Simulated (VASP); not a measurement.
# CsCdCl3 (P4/mmm) in VASP: a series of runs

The runs below take CsCdCl3 through single point, with LDA.

Everything below comes from runs of VASP 6.6.1. Logs are shortened: lines on timing, memory, paths and dates and some standing lists are left out, and cuts for length are marked.

## Step 1: The cell of the first run

It takes space group P4/mmm (No. 123, tetragonal). Conventional cell: a = 5.010 Å, b = 5.010 Å, c = 5.174 Å, α = 90.00°, β = 90.00°, γ = 90.00°. Cs (site symmetry 4/mmm) has 12 Cl at 3.54 to 3.60 Å and 8 Cd at 4.39 Å within 4.7 Å. Within 3.3 Å of Cd (site symmetry 4/mmm) lie 6 Cl at 2.50 to 2.59 Å. Cl (site symmetry mmm) has 2 Cd at 2.50 Å within 3.3 Å. Cl (site symmetry 4/mmm) has 2 Cd at 2.59 Å within 3.4 Å.

## Step 2: Single point, LDA (biaxial strain in the a-b plane: -2.0 %)

Contents of INCAR:

```
SYSTEM = CsCdCl3
ALGO     = Normal         ! electronic algorithm
EDIFF    = 1E-6           ! SCF threshold, eV
ENCUT    = 520            ! plane-wave cutoff, eV
ISIF     = 2              ! what is computed and relaxed
ISMEAR   = 0              ! smearing method
LASPH    = .TRUE.         ! aspherical terms in the spheres
LCHARG   = .TRUE.         ! write CHGCAR
LELF     = .TRUE.         ! ELF
LREAL    = .FALSE.        ! projectors in reciprocal space
LVHAR    = .TRUE.       
LWAVE    = .FALSE.        ! write WAVECAR
NBANDS   = 29             ! bands
NELM     = 60             ! most SCF steps
PREC     = Accurate       ! precision mode
SIGMA    = 0.02           ! smearing width, eV
```

Contents of KPOINTS:

```
k-points
0
G
  6 6 6
  0 0 0
```

Contents of POSCAR:

```
CsCdCl3
1.0
    5.0099292074      0.0000000000      0.0000000000
    0.0000000000      5.0099292074      0.0000000000
    0.0000000000      0.0000000000      5.1735187325
Cs Cd Cl
1 1 3
Direct
    0.0000000000      0.0000000000      0.0000000000
    0.5000000000      0.5000000000      0.5000000000
    0.0000000000      0.5000000000      0.5000000000
    0.5000000000      0.0000000000      0.5000000000
    0.5000000000      0.5000000000      0.0000000000
```

Potentials or basis: VASP PAW LDA potentials, release 64 (Cs_sv, Cd, Cl).

On the command line:

```console
cat potpaw_LDA.64/Cs_sv/POTCAR potpaw_LDA.64/Cd/POTCAR potpaw_LDA.64/Cl/POTCAR > POTCAR
mpirun -np 1 vasp_std > vasp.out
```

OUTCAR:

```text
SYSTEM = CsCdCl3
   EDIFF = 1E-6
   ENCUT = 520
   ISIF = 2
   ISMEAR = 0
   LASPH = .TRUE.
   LREAL = .FALSE.
   NELM = 60
   PREC = Accurate

 ion  position               nearest neighbor table
   1  0.000  0.000  0.000-
   2  0.500  0.500  0.500-   3 2.50   4 2.50   4 2.50   3 2.50   5 2.59   5 2.59
   3  0.000  0.500  0.500-   2 2.50   2 2.50
   4  0.500  0.000  0.500-   2 2.50   2 2.50
   5  0.500  0.500  0.000-   2 2.59   2 2.59

  LATTYP: Found a simple tetragonal cell.
 ALAT       =     5.0099292074
 C/A-ratio  =     1.0326530612

  Lattice vectors:

 A1 = (   5.0099292074,   0.0000000000,   0.0000000000)
 A2 = (   0.0000000000,   5.0099292074,   0.0000000000)
 A3 = (   0.0000000000,   0.0000000000,   5.1735187325)

Analysis of symmetry for initial positions (statically):
=====================================================================
 Subroutine PRICEL returns:
 Original cell was already a primitive cell.

 Routine SETGRP: Setting up the symmetry group for a
 simple tetragonal supercell.

 Subroutine GETGRP returns: Found 16 space group operations
 (whereof 16 operations were pure point group operations)
 out of a pool of 16 trial point group operations.

The static configuration has the point symmetry D_4h.

Analysis of symmetry for dynamics (positions and initial velocities):
=====================================================================
 Subroutine PRICEL returns:
 Original cell was already a primitive cell.

 Routine SETGRP: Setting up the symmetry group for a
 simple tetragonal supercell.

 Subroutine GETGRP returns: Found 16 space group operations
 (whereof 16 operations were pure point group operations)
 out of a pool of 16 trial point group operations.

The dynamic configuration has the point symmetry D_4h.

 Subroutine INISYM returns: Found 16 space group operations
 (whereof 16 operations are pure point group operations),
 and found     1 'primitive' translations

----------------------------------------------------------------------------------------

                                     Primitive cell

  volume of cell :     129.8522
[... 78 lines left out ...]
   number of dos      NEDOS =    301   number of ions     NIONS =      5
   total plane-waves  NPLWV =  64000
   dimension x,y,z NGX =    40 NGY =   40 NGZ =   40
   dimension x,y,z NGXF=    80 NGYF=   80 NGZF=   80
   ions per type =               1   1   3
   NGX,Y,Z   is equivalent  to a cutoff of  13.27, 13.27, 12.85 a.u.
   NGXF,Y,Z  is equivalent  to a cutoff of  26.55, 26.55, 25.71 a.u.
 SYSTEM =  CsCdCl3
   PREC   = accura    normal or accurate (medium, high low for compatibility)
   ISTART =      0    job   : 0-new  1-cont  2-samecut
   ICHARG =      2    charge: 1-file 2-atom 10-const
   ISPIN  =      1    spin polarized calculation?
   LNONCOLLINEAR =      F non collinear calculations
   LSORBIT =      F    spin-orbit coupling
   LASPH  =      T    aspherical Exc in radial PAW
   ENCUT  =  520.0 eV  38.22 Ry    6.18 a.u.   9.32  9.32  9.62*2*pi/ulx,y,z
   NELM   =     60;   NELMIN=  2; NELMDL= -5     # of ELM steps
   EDIFF  = 0.1E-05   stopping-criterion for ELM
   LREAL  =      F    real-space projection
[... 7 lines left out ...]
   TEBEG  =    0.0;   TEEND  =   0.0 temperature during run
   PSTRESS=    0.0 pullay stress
   NELECT =      42.0000    total number of electrons
   NUPDOWN=      -1.0000    fix difference up-down
   EMIN   =  10.00;   EMAX   =-10.00  energy-range for DOS
   EFERMI =   0.00;   METHOD = LEGACY
   ISMEAR =     0;   SIGMA  =   0.02  broadening in eV -4-tet -1-fermi 0-gaus
   EFERMI_NEDOS =   21; number of points for ismear=-14 and -15
   IALGO  =     38    algorithm
   IMIX   =      4    mixing-type and parameters
     AMIX     =   0.40;   BMIX     =  1.00
     AMIX_MAG =   1.60;   BMIX_MAG =  1.00
  volume/ion in A,a.u.               =      25.97       175.26
  Fermi-wavevector in a.u.,A,eV,Ry     =   1.123763  2.123605 17.182036  1.262844
  Thomas-Fermi vector in A             =   2.260431
   LORBIT       =      0    0 simple, 1 ext, 2 COOP (PROOUT), +10 PAW based schemes
   GGA     = CA    functional components
   LHFCALC =     F    Hartree Fock is set to
   AEXX    =    0.0000 exact exchange contribution
   IVDW    =     0    specifies the selected vdW correction
   LEPSILON=     F    determine dielectric tensor
   LRPA    =     F    only Hartree local field effects (RPA)
 non-spin polarized calculation
 Gauss-broadening in eV      SIGMA  =   0.02
  energy-cutoff  :      520.00
  volume of cell :      129.85
 maximum number of plane-waves:      3527
 NGX is ok and might be reduce to    40
   NGX = 19   NGY = 19   NGZ = 19

 number of electron      42.0000002 magnetization

 Free energy of the ion-electron system (eV)
  ---------------------------------------------------
  ext. energy  EPLUGINS =         0.00000000
  ---------------------------------------------------
  free energy    TOTEN  =       -16.79727590 eV

  energy without entropy =      -16.79727590  energy(sigma->0) =      -16.79727590

 E-fermi :   0.9431     XC(G=0):  -9.5000

 val. band max:        0.7769615691   @ k =   0.5000   0.5000   0.5000
 cond. band min:       2.3545031828   @ k =   0.0000   0.0000   0.0000
 fundamental gap:      1.5775416137
 Fermi energy:         0.9431176886

 k-point     1 :       0.0000    0.0000    0.0000
  band No.  band energies     occupation
      1     -18.3917      2.00000
      2     -13.3843      2.00000
      3     -12.7703      2.00000
      4     -12.6126      2.00000
      5      -6.1073      2.00000
      6      -6.0832      2.00000
[... 757 lines left out ...]
     28       9.1090      0.00000
     29       9.6467      0.00000

 [... further k-points ...]
[... 5 lines left out ...]
  --------------------------------------------------------------------------------------
  -------------------------------------------------------------------------------------
  Total        1.9457246      1.9457246      0.3422917      0.0000000      0.0000000      0.0000000
  in kB       24.0072685     24.0072685      4.2233569      0.0000000      0.0000000      0.0000000
  external PRESSURE =      17.4126313 kB  Pullay stress =       0.0000000 kB

 VOLUME and BASIS-vectors are now :
 -----------------------------------------------------------------------------
  energy-cutoff  :      520.00
  volume of cell :      129.85
      direct lattice vectors                 reciprocal lattice vectors
     5.009929207  0.000000000  0.000000000     0.199603619  0.000000000  0.000000000
     0.000000000  5.009929207  0.000000000     0.000000000  0.199603619  0.000000000
     0.000000000  0.000000000  5.173518732     0.000000000  0.000000000  0.193292042

 POSITION                                       TOTAL-FORCE (eV/Angst)
 -----------------------------------------------------------------------------------
      0.00000      0.00000      0.00000         0.000000      0.000000      0.000000
      2.50496      2.50496      2.58676         0.000000      0.000000      0.000000
      0.00000      2.50496      2.58676         0.000000      0.000000      0.000000
      2.50496      0.00000      2.58676         0.000000      0.000000      0.000000
      2.50496      2.50496      0.00000         0.000000      0.000000      0.000000
 -----------------------------------------------------------------------------------
    total drift:                                0.000000      0.000000     -0.000000

  FREE ENERGIE OF THE ION-ELECTRON SYSTEM (eV)
  ---------------------------------------------------
  free  energy   TOTEN  =       -16.7972759029 eV

  energy  without entropy=      -16.7972759029  energy(sigma->0) =      -16.79727590
```

OSZICAR:

```text
N       E                     dE             d eps       ncg     rms          rms(c)
DAV:   1     0.296174240764E+03    0.29617E+03   -0.19872E+04  2320   0.131E+03
DAV:   2     0.374354618597E+01   -0.29243E+03   -0.28269E+03  2918   0.280E+02
DAV:   3    -0.174971716999E+02   -0.21241E+02   -0.21171E+02  2770   0.783E+01
DAV:   4    -0.177490505980E+02   -0.25188E+00   -0.25168E+00  2899   0.953E+00
DAV:   5    -0.177526574296E+02   -0.36068E-02   -0.36066E-02  2893   0.114E+00    0.105E+01
DAV:   6    -0.169172064175E+02    0.83545E+00   -0.15646E+00  3082   0.148E+01    0.846E+00
DAV:   7    -0.168053783466E+02    0.11183E+00   -0.62025E-01  2677   0.627E+00    0.384E+00
DAV:   8    -0.168000027638E+02    0.53756E-02   -0.19230E-01  2807   0.392E+00    0.826E-01
DAV:   9    -0.167978553533E+02    0.21474E-02   -0.28339E-02  2826   0.201E+00    0.405E-01
DAV:  10    -0.167972607630E+02    0.59459E-03   -0.37147E-03  2890   0.594E-01    0.559E-02
DAV:  11    -0.167972832206E+02   -0.22458E-04   -0.25324E-04  2690   0.118E-01    0.366E-02
DAV:  12    -0.167972761926E+02    0.70280E-05   -0.35821E-05  2959   0.542E-02    0.103E-02
DAV:  13    -0.167972759029E+02    0.28970E-06   -0.32200E-06  2724   0.153E-02
   1 F= -.16797276E+02 E0= -.16797276E+02  d E =-.735428E-34
```

stdout:

```text
POSCAR found type information on POSCAR CsCdCl
 POSCAR found :  3 types and       5 ions
 scaLAPACK will be used
 LDA part: xc-table for (Slater(with rela. corr.)+CA(PZ))
 , standard interpolation
 POSCAR, INCAR and KPOINTS ok, starting setup
 FFT: planning ... GRIDC
 FFT: planning ... GRID_SOFT
 FFT: planning ... GRID
 WAVECAR not read
 entering main loop
```

Run time: 3.2 min. Hardware: 1 thread of Oxide Virtual Turin-like, shared host; peak memory 0.26 GiB.

Results:

- Free energy: -16.7973 eV
- Pressure: 1.7 GPa
- Band gap on the k mesh: 1.58 eV (least direct gap 2.47 eV)

Caveat: the cell differs from its parent crystal (biaxial strain in the a-b plane: -2.0 %); spin-orbit coupling is left out, which moves the levels of the heavy elements. A k mesh can miss the band edges.

## Step 3: Single point, LDA (biaxial strain in the a-b plane: -2.0 %, then relaxed in part)

Contents of INCAR:

```
SYSTEM = CsCdCl3
PREC = Accurate
ENCUT = 520
EDIFF = 1E-7
ISMEAR = 0
SIGMA = 0.02
LREAL = .FALSE.
LASPH = .TRUE.
NELM = 60
ALGO = Normal
ISIF = 2
LWAVE = .FALSE.
LCHARG = .FALSE.
GGA = CA
NBANDS = 29
```

Contents of KPOINTS:

```
Automatic mesh
0
G
  6 6 6
  0 0 0
```

POSCAR: that of step 2 with these lines changed.

```diff
@@ -4,3 +4,3 @@
     0.0000000000      5.0099292074      0.0000000000
-    0.0000000000      0.0000000000      5.1735187325
+    0.0000000000      0.0000000000      5.1842677464
 Cs Cd Cl
```

Potentials or basis: VASP PAW LDA potentials, release 64 (Cs_sv, Cd, Cl).

On the command line:

```console
cat potpaw_LDA.64/Cs_sv/POTCAR potpaw_LDA.64/Cd/POTCAR potpaw_LDA.64/Cl/POTCAR > POTCAR
mpirun -np 1 vasp_std > vasp.out
```

OUTCAR:

```text
SYSTEM = CsCdCl3
   PREC = Accurate
   ENCUT = 520
   EDIFF = 1E-7
   ISMEAR = 0
   LREAL = .FALSE.
   LASPH = .TRUE.
   NELM = 60
   ISIF = 2
   GGA = CA

 ion  position               nearest neighbor table
   1  0.000  0.000  0.000-
   2  0.500  0.500  0.500-   3 2.50   4 2.50   4 2.50   3 2.50   5 2.59   5 2.59
   3  0.000  0.500  0.500-   2 2.50   2 2.50
   4  0.500  0.000  0.500-   2 2.50   2 2.50
   5  0.500  0.500  0.000-   2 2.59   2 2.59

  LATTYP: Found a simple tetragonal cell.
[... 971 lines left out ...]
  --------------------------------------------------------------------------------------
  -------------------------------------------------------------------------------------
  Total        1.8977053      1.8977053      0.2061906      0.0000000      0.0000000      0.0000000
  in kB       23.3662359     23.3662359      2.5388024      0.0000000      0.0000000      0.0000000
  external PRESSURE =      16.4237580 kB  Pullay stress =       0.0000000 kB

 VOLUME and BASIS-vectors are now :
 -----------------------------------------------------------------------------
  energy-cutoff  :      520.00
  volume of cell :      130.12
      direct lattice vectors                 reciprocal lattice vectors
     5.009929207  0.000000000  0.000000000     0.199603619  0.000000000  0.000000000
     0.000000000  5.009929207  0.000000000     0.000000000  0.199603619  0.000000000
     0.000000000  0.000000000  5.184267746     0.000000000  0.000000000  0.192891272

 POSITION                                       TOTAL-FORCE (eV/Angst)
 -----------------------------------------------------------------------------------
      0.00000      0.00000      0.00000         0.000000      0.000000      0.000000
      2.50496      2.50496      2.59213         0.000000      0.000000      0.000000
      0.00000      2.50496      2.59213         0.000000      0.000000      0.000000
      2.50496      0.00000      2.59213         0.000000      0.000000      0.000000
      2.50496      2.50496      0.00000         0.000000      0.000000      0.000000
 -----------------------------------------------------------------------------------
    total drift:                                0.000000      0.000000     -0.000000

  FREE ENERGIE OF THE ION-ELECTRON SYSTEM (eV)
  ---------------------------------------------------
  free  energy   TOTEN  =       -16.7979256802 eV

  energy  without entropy=      -16.7979256802  energy(sigma->0) =      -16.79792568
```

Wall time 2.5 min (1 thread of Oxide Virtual Turin-like, shared host); peak memory 0.26 GiB.

Results:

```yaml
Free_energy: -16.7979 eV
Pressure: 1.6 GPa
Band_gap_on_the_k_mesh: 1.57 eV (least direct gap 2.46 eV)
```

Levels at points of the mesh, in eV from the valence-band top:
| k point | band 17 | band 18 | band 19 | band 20 | band 21 | band 22 | band 23 | band 24 | band 25 | band 26 |
| --- | --- | --- | --- | --- | --- | --- | --- | --- | --- | --- |
| (0.00, 0.00, 0.00) | -1.31 | -1.31 | -0.89 | -0.89 | -0.89 | 1.57 | 5.42 | 5.46 | 5.56 | 6.79 |
| (0.50, 0.00, 0.00) | -1.60 | -1.31 | -1.31 | -1.25 | -1.23 | 4.66 | 6.86 | 7.10 | 7.42 | 7.96 |
| (0.50, 0.50, 0.00) | -1.59 | -1.31 | -1.31 | -0.58 | -0.01 | 6.66 | 7.07 | 7.07 | 7.53 | 8.02 |
| (0.00, 0.00, 0.50) | -1.61 | -1.25 | -1.25 | -1.19 | -1.19 | 4.26 | 6.75 | 6.79 | 7.49 | 7.80 |
| (0.50, 0.00, 0.50) | -1.52 | -1.51 | -1.50 | -0.64 | -0.16 | 6.39 | 6.81 | 7.19 | 7.44 | 7.81 |
| (0.50, 0.50, 0.50) | -0.60 | -0.60 | -0.56 | -0.19 | 0.00 | 5.33 | 5.53 | 5.53 | 7.10 | 8.29 |

Caveat: the cell differs from its parent crystal (biaxial strain in the a-b plane: -2.0 %, then relaxed in part); spin-orbit coupling is left out, which moves the levels of the heavy elements. A k mesh can miss the band edges.

[end of part 1 of 2]
